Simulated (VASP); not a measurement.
# Cu (P6/mmm) in VASP: further runs

The runs below take Cu through single point, relaxation of shape and atoms at fixed volume, with PBE.

Program: VASP 6.6.1. These are calculated values, not measurements. Logs are shortened: lines on timing, memory, paths and dates and some standing lists are left out, and cuts for length are marked.

## Step 1: The cell of the first run

It takes space group P6/mmm (No. 191, hexagonal). The conventional cell has a = 2.356 Å, b = 2.356 Å, c = 2.274 Å, α = 90.00°, β = 90.00°, γ = 120.00°. Within 3.0 Å of Cu (site symmetry 6/mmm) lie 8 Cu at 2.27 to 2.36 Å.

## Step 2: Single point, PBE (volume scaled by 0.84)

INCAR

```
SYSTEM = Cu
PREC = Accurate
ENCUT = 700
EDIFF = 1E-6
ISMEAR = -1
SIGMA = 0.05
LREAL = .FALSE.
LASPH = .TRUE.
NELM = 120
ALGO = Normal
ISIF = 2
LWAVE = .FALSE.
LCHARG = .FALSE.
GGA = PE
NBANDS = 16
GGA_COMPAT = .FALSE.
```

KPOINTS

```
Automatic mesh
0
G
  17 17 16
  0 0 0
```

POSCAR

```
Cu
1.0
    2.3556972693      0.0000000000      0.0000000000
   -1.1778486346      2.0400936788      0.0000000000
    0.0000000000      0.0000000000      2.2741440861
Cu
1
Direct
    0.0000000000      0.0000000000      0.0000000000
```

Potentials or basis: VASP PAW PBE potentials, release 64 (Cu_sv_GW).

Started as:

```sh
$ cat potpaw_PBE.64/Cu_sv_GW/POTCAR > POTCAR
$ mpirun -np 1 vasp_std > vasp.out
```

OUTCAR:

```text
SYSTEM = Cu
   PREC = Accurate
   ENCUT = 700
   EDIFF = 1E-6
   ISMEAR = -1
   LREAL = .FALSE.
   LASPH = .TRUE.
   NELM = 120
   ISIF = 2
   GGA = PE

 ion  position               nearest neighbor table
   1  0.000  0.000  0.000-

  LATTYP: Found a hexagonal cell.
 ALAT       =     2.3556972693
 C/A-ratio  =     0.9653804484

  Lattice vectors:

 A1 = (   2.3556972693,   0.0000000000,   0.0000000000)
 A2 = (  -1.1778486346,   2.0400936788,   0.0000000000)
 A3 = (   0.0000000000,   0.0000000000,   2.2741440861)

Analysis of symmetry for initial positions (statically):
=====================================================================
 Subroutine PRICEL returns:
 Original cell was already a primitive cell.

 Routine SETGRP: Setting up the symmetry group for a
 hexagonal supercell.

 Subroutine GETGRP returns: Found 24 space group operations
 (whereof 24 operations were pure point group operations)
 out of a pool of 24 trial point group operations.

The static configuration has the point symmetry D_6h.

Analysis of symmetry for dynamics (positions and initial velocities):
=====================================================================
 Subroutine PRICEL returns:
 Original cell was already a primitive cell.

 Routine SETGRP: Setting up the symmetry group for a
 hexagonal supercell.

 Subroutine GETGRP returns: Found 24 space group operations
 (whereof 24 operations were pure point group operations)
 out of a pool of 24 trial point group operations.

The dynamic configuration has the point symmetry D_6h.

 Subroutine INISYM returns: Found 24 space group operations
 (whereof 24 operations are pure point group operations),
 and found     1 'primitive' translations

----------------------------------------------------------------------------------------

                                     Primitive cell

  volume of cell :      10.9292

  direct lattice vectors                    reciprocal lattice vectors
     2.355697269  0.000000000  0.000000000     0.424502763  0.245086785  0.000000000
    -1.177848635  2.040093679  0.000000000     0.000000000  0.490173569  0.000000000
     0.000000000  0.000000000  2.274144086     0.000000000  0.000000000  0.439725876

  length of vectors
     2.355697269  2.355697269  2.274144086     0.490173569  0.490173569  0.439725876

  position of ions in fractional coordinates (direct lattice)
     0.000000000  0.000000000  0.000000000

  ion indices of the primitive-cell ions
   primitive index   ion index
                 1           1

----------------------------------------------------------------------------------------

 KPOINTS: Automatic mesh

Automatic generation of k-mesh.
 Grid dimensions read from file:
 generate k-points for:   17   17   16

 Generating k-lattice:

  Cartesian coordinates                     Fractional coordinates (reciprocal lattice)
     0.024970751  0.014416870  0.000000000     0.058823529  0.000000000  0.000000000
     0.000000000  0.028833739  0.000000000     0.000000000  0.058823529  0.000000000
     0.000000000  0.000000000  0.027482867     0.000000000  0.000000000  0.062500000

  Length of vectors
     0.028833739  0.028833739  0.027482867

  Shift w.r.t. Gamma in fractional coordinates (k-lattice)
     0.000000000  0.000000000  0.000000000

 Subroutine IBZKPT returns following result:
 ===========================================

 Found    297 irreducible k-points:

 Following reciprocal coordinates:
            Coordinates               Weight
  0.000000  0.000000  0.000000      1.000000
  0.058824 -0.000000  0.000000      6.000000
  0.117647 -0.000000  0.000000      6.000000
  0.176471  0.000000  0.000000      6.000000
  0.235294 -0.000000  0.000000      6.000000
  0.294118 -0.000000  0.000000      6.000000
[... 16 lines left out ...]
  0.411765  0.117647  0.000000     12.000000
  0.176471  0.176471  0.000000      6.000000
 [... further k-points ...]
   k-points           NKPTS =    297   k-points in BZ     NKDIM =    297   number of bands    NBANDS=     16
   number of dos      NEDOS =    301   number of ions     NIONS =      1
   total plane-waves  NPLWV =   8000
   dimension x,y,z NGX =    20 NGY =   20 NGZ =   20
   dimension x,y,z NGXF=    40 NGYF=   40 NGZF=   40
   ions per type =               1
   NGX,Y,Z   is equivalent  to a cutoff of  14.11, 14.11, 14.62 a.u.
   NGXF,Y,Z  is equivalent  to a cutoff of  28.23, 28.23, 29.24 a.u.
 SYSTEM =  Cu
   PREC   = accura    normal or accurate (medium, high low for compatibility)
   ISTART =      0    job   : 0-new  1-cont  2-samecut
   ICHARG =      2    charge: 1-file 2-atom 10-const
   ISPIN  =      1    spin polarized calculation?
   LNONCOLLINEAR =      F non collinear calculations
   LSORBIT =      F    spin-orbit coupling
   LASPH  =      T    aspherical Exc in radial PAW
   ENCUT  =  700.0 eV  51.45 Ry    7.17 a.u.   5.08  5.08  4.91*2*pi/ulx,y,z
   NELM   =    120;   NELMIN=  2; NELMDL= -5     # of ELM steps
   EDIFF  = 0.1E-05   stopping-criterion for ELM
   LREAL  =      F    real-space projection
   EDIFFG = 0.1E-04   stopping-criterion for IOM
   NSW    =      0    number of steps for IOM
   IBRION =     -1    ionic relax: 0-MD 1-quasi-New 2-CG
   NFREE  =      0    steps in history (QN), initial steepest desc. (CG)
   ISIF   =      2    stress and relaxation
   ISYM   =      2    0-nonsym 1-usesym 2-fastsym
   POTIM  = 0.5000    time-step for ionic-motion
   TEBEG  =    0.0;   TEEND  =   0.0 temperature during run
   PSTRESS=    0.0 pullay stress
   NELECT =      19.0000    total number of electrons
   NUPDOWN=      -1.0000    fix difference up-down
   EMIN   =  10.00;   EMAX   =-10.00  energy-range for DOS
   EFERMI =   0.00;   METHOD = LEGACY
   ISMEAR =    -1;   SIGMA  =   0.05  broadening in eV -4-tet -1-fermi 0-gaus
   EFERMI_NEDOS =   21; number of points for ismear=-14 and -15
   IALGO  =     38    algorithm
   IMIX   =      4    mixing-type and parameters
     AMIX     =   0.40;   BMIX     =  1.00
     AMIX_MAG =   1.60;   BMIX_MAG =  1.00
  volume/ion in A,a.u.               =      10.93        73.75
  Fermi-wavevector in a.u.,A,eV,Ry     =   1.968476  3.719881 52.721197  3.874899
  Thomas-Fermi vector in A             =   2.991706
   LORBIT       =      0    0 simple, 1 ext, 2 COOP (PROOUT), +10 PAW based schemes
   GGA     = PE    functional components
   LHFCALC =     F    Hartree Fock is set to
   AEXX    =    0.0000 exact exchange contribution
   IVDW    =     0    specifies the selected vdW correction
   LEPSILON=     F    determine dielectric tensor
   LRPA    =     F    only Hartree local field effects (RPA)
 non-spin polarized calculation
  energy-cutoff  :      700.00
  volume of cell :       10.93
 maximum number of plane-waves:       478
   NGX = 11   NGY = 11   NGZ =  9

 number of electron      19.0000014 magnetization

 Free energy of the ion-electron system (eV)
  ---------------------------------------------------
  ext. energy  EPLUGINS =         0.00000000
  ---------------------------------------------------
  free energy    TOTEN  =        -3.35691708 eV

  energy without entropy =       -3.35531510  energy(sigma->0) =       -3.35611609

 E-fermi :   8.5408     XC(G=0): -13.8053

 val. band max:        8.5335019225   @ k =   0.2941   0.1765   0.1250
 cond. band min:       8.5427891982   @ k =   0.1765   0.0588   0.4375
 fundamental gap:      0.0092872757
 Fermi energy:         8.5408371655

 k-point     1 :       0.0000    0.0000    0.0000
  band No.  band energies     occupation
      1    -104.2518      2.00000
      2     -61.5416      2.00000
      3     -61.5416      2.00000
      4     -61.4912      2.00000
      5      -1.3911      2.00000
      6       3.6695      2.00000
[... 8 lines left out ...]
     15      34.9962      0.00000
     16      37.2500      0.00000

 k-point     2 :       0.0588   -0.0000    0.0000
  band No.  band energies     occupation
      1    -104.2502      2.00000
      2     -61.5480      2.00000
      3     -61.5428      2.00000
      4     -61.4901      2.00000
      5      -1.2573      2.00000
      6       3.6992      2.00000
[... 8 lines left out ...]
     15      33.9149      0.00000
     16      38.6381      0.00000

 k-point     3 :       0.1176   -0.0000    0.0000
  band No.  band energies     occupation
      1    -104.2479      2.00000
      2     -61.5690      2.00000
      3     -61.5480      2.00000
      4     -61.4885      2.00000
      5      -0.8614      2.00000
      6       3.7824      2.00000
[... 8 lines left out ...]
     15      33.4722      0.00000
     16      40.8728      0.00000

 k-point     4 :       0.1765    0.0000    0.0000
  band No.  band energies     occupation
      1    -104.2441      2.00000
      2     -61.6003      2.00000
      3     -61.5557      2.00000
      4     -61.4861      2.00000
      5      -0.2233      2.00000
      6       3.9004      2.00000
[... 8 lines left out ...]
     15      33.4087      0.00000
     16      43.2902      0.00000

 k-point     5 :       0.2353   -0.0000    0.0000
  band No.  band energies     occupation
      1    -104.2393      2.00000
      2     -61.6378      2.00000
      3     -61.5651      2.00000
      4     -61.4825      2.00000
      5       0.6128      2.00000
      6       4.0047      2.00000
[... 8 lines left out ...]
     15      33.5314      0.00000
     16      45.7220      0.00000

 k-point     6 :       0.2941   -0.0000    0.0000
  band No.  band energies     occupation
      1    -104.2342      2.00000
      2     -61.6768      2.00000
      3     -61.5744      2.00000
      4     -61.4785      2.00000
      5       1.5467      2.00000
      6       4.0272      2.00000
[... 8 lines left out ...]
     15      33.7963      0.00000
     16      46.0037      0.00000

 k-point     7 :       0.3529    0.0000    0.0000
  band No.  band energies     occupation
      1    -104.2293      2.00000
      2     -61.7106      2.00000
      3     -61.5828      2.00000
      4     -61.4748      2.00000
      5       2.3584      2.00000
      6       4.0284      2.00000
[... 8 lines left out ...]
     15      34.1627      0.00000
     16      43.6369      0.00000

 k-point     8 :       0.4118   -0.0000    0.0000
  band No.  band energies     occupation
      1    -104.2256      2.00000
      2     -61.7366      2.00000
      3     -61.5888      2.00000
      4     -61.4719      2.00000
      5       2.7899      2.00000
      6       4.1099      2.00000
[... 8 lines left out ...]
     15      34.7636      0.00000
     16      41.3878      0.00000

 k-point     9 :       0.4706   -0.0000    0.0000
  band No.  band energies     occupation
      1    -104.2240      2.00000
      2     -61.7505      2.00000
      3     -61.5929      2.00000
      4     -61.4708      2.00000
      5       2.9121      2.00000
      6       4.1939      2.00000
[... 8 lines left out ...]
     15      36.5065      0.00000
     16      39.4129      0.00000
[... 172 lines left out ...]
 k-point    19 :       0.1765    0.1176    0.0000
  band No.  band energies     occupation
      1    -104.2375      2.00000
      2     -61.6465      2.00000
      3     -61.5746      2.00000
      4     -61.4811      2.00000
      5       0.9704      2.00000
      6       4.1041      2.00000
[... 8 lines left out ...]
     15      36.2288      0.00000
     16      41.3646      0.00000

 k-point    20 :       0.2353    0.1176    0.0000
  band No.  band energies     occupation
      1    -104.2327      2.00000
      2     -61.6793      2.00000
      3     -61.5867      2.00000
      4     -61.4774      2.00000
      5       1.8910      2.00000
      6       4.1294      2.00000
[... 8 lines left out ...]
     15      35.9385      0.00000
     16      43.4825      0.00000

 k-point    21 :       0.2941    0.1176    0.0000
  band No.  band energies     occupation
      1    -104.2286      2.00000
      2     -61.7089      2.00000
      3     -61.5977      2.00000
      4     -61.4742      2.00000
      5       2.6945      2.00000
      6       4.0877      2.00000
[... 8 lines left out ...]
     15      35.5603      0.00000
     16      43.8718      0.00000

 k-point    22 :       0.3529    0.1176    0.0000
  band No.  band energies     occupation
      1    -104.2250      2.00000
      2     -61.7301      2.00000
      3     -61.6059      2.00000
      4     -61.4716      2.00000
      5       3.0990      2.00000
      6       4.1470      2.00000
[... 8 lines left out ...]
     15      35.3132      0.00000
     16      41.6898      0.00000

 k-point    23 :       0.4118    0.1176    0.0000
  band No.  band energies     occupation
      1    -104.2232      2.00000
      2     -61.7416      2.00000
      3     -61.6104      2.00000
      4     -61.4705      2.00000
      5       3.1921      2.00000
      6       4.2270      2.00000
[... 8 lines left out ...]
     15      37.0355      0.00000
     16      39.6864      0.00000

 k-point    24 :       0.1765    0.1765    0.0000
  band No.  band energies     occupation
      1    -104.2333      2.00000
      2     -61.6731      2.00000
      3     -61.5895      2.00000
      4     -61.4775      2.00000
      5       1.8272      2.00000
      6       4.2540      2.00000
[... 8 lines left out ...]
     15      38.1375      0.00000
     16      41.0469      0.00000

 [... further k-points ...]
[... 5 lines left out ...]
  --------------------------------------------------------------------------------------
  -------------------------------------------------------------------------------------
  Total        1.7797858      1.7797858      1.7878051      0.0000000      0.0000000      0.0000000
  in kB      260.9100115    260.9100115    262.0856216      0.0000000      0.0000000      0.0000000
  external PRESSURE =     261.3018815 kB  Pullay stress =       0.0000000 kB

 VOLUME and BASIS-vectors are now :
 -----------------------------------------------------------------------------
  energy-cutoff  :      700.00
  volume of cell :       10.93
      direct lattice vectors                 reciprocal lattice vectors
     2.355697269  0.000000000  0.000000000     0.424502763  0.245086785  0.000000000
    -1.177848635  2.040093679  0.000000000     0.000000000  0.490173569  0.000000000
     0.000000000  0.000000000  2.274144086     0.000000000  0.000000000  0.439725876

 POSITION                                       TOTAL-FORCE (eV/Angst)
 -----------------------------------------------------------------------------------
      0.00000      0.00000      0.00000         0.000000      0.000000      0.000000
 -----------------------------------------------------------------------------------
    total drift:                               -0.000000      0.000000      0.000000

  FREE ENERGIE OF THE ION-ELECTRON SYSTEM (eV)
  ---------------------------------------------------
  free  energy   TOTEN  =        -3.3569170776 eV

  energy  without entropy=       -3.3553151043  energy(sigma->0) =       -3.35611609
```

Run time: 26 s. Hardware: 1 thread of Intel Xeon 6975P-C (Granite Rapids), shared host; peak memory 0.21 GiB.

Results:

```yaml
Free_energy: -3.3569 eV
Pressure: 26.1 GPa
```

Levels at points of the mesh, in eV from the Fermi level:
```csv
k point,band 6,band 7,band 8,band 9,band 10,band 11,band 12,band 13,band 14,band 15
"(0.00, 0.00, 0.00)",-4.87,-3.28,-3.28,-1.53,-1.53,18.67,23.63,23.82,26.46,26.46
"(0.00, 0.00, 0.50)",-3.04,-3.04,-2.57,-2.43,-2.43,2.37,28.76,31.40,31.66,31.66
```

## Step 3: Single point, PBE (volume scaled by 0.92)

INCAR

```
PREC     = Accurate       # precision mode
ENCUT    = 700            # plane-wave cutoff, eV
EDIFF    = 1E-6           # SCF threshold, eV
ISMEAR   = -1             # smearing method
SIGMA    = 0.05           # smearing width, eV
LREAL    = False          # projectors in reciprocal space
LASPH    = True           # aspherical terms in the spheres
NELM     = 120            # most SCF steps
ALGO     = Normal         # electronic algorithm
ISIF     = 2              # what is computed and relaxed
LWAVE    = False          # write WAVECAR
LCHARG   = False          # write CHGCAR
GGA      = PE             # functional
NBANDS   = 16             # bands
GGA_COMPAT= False
```

KPOINTS

```
regular mesh
0
Gamma
  17 17 16
```

POSCAR

```
Cu
1.0
    2.4253202342      0.0000000000      0.0000000000
   -1.2126601171      2.1003889351      0.0000000000
    0.0000000000      0.0000000000      2.3497805009
Cu
1
Direct
    0.0000000000      0.0000000000      0.0000000000
```

Potentials or basis: VASP PAW PBE potentials, release 64 (Cu_sv_GW).

Started as:

```sh
$ cat potpaw_PBE.64/Cu_sv_GW/POTCAR > POTCAR
$ mpirun -np 1 vasp_std > vasp.out
```

Run time: 33 s. Hardware: 1 thread of Intel Xeon Platinum 8559C (Emerald Rapids), shared host; peak memory 0.23 GiB.

The run converged. Its results:

```yaml
Free_energy: -3.4937 eV
Pressure: 6.7 GPa
```

Levels at points of the mesh, in eV from the Fermi level:
| k point | band 6 | band 7 | band 8 | band 9 | band 10 | band 11 | band 12 | band 13 | band 14 | band 15 |
| --- | --- | --- | --- | --- | --- | --- | --- | --- | --- | --- |
| (0.00, 0.00, 0.00) | -4.37 | -2.97 | -2.97 | -1.45 | -1.45 | 17.57 | 22.25 | 23.14 | 24.93 | 24.93 |
| (0.00, 0.00, 0.50) | -2.76 | -2.76 | -2.22 | -2.22 | -2.18 | 1.98 | 27.77 | 29.97 | 30.51 | 30.51 |

(Continued in part 2 of 2.)
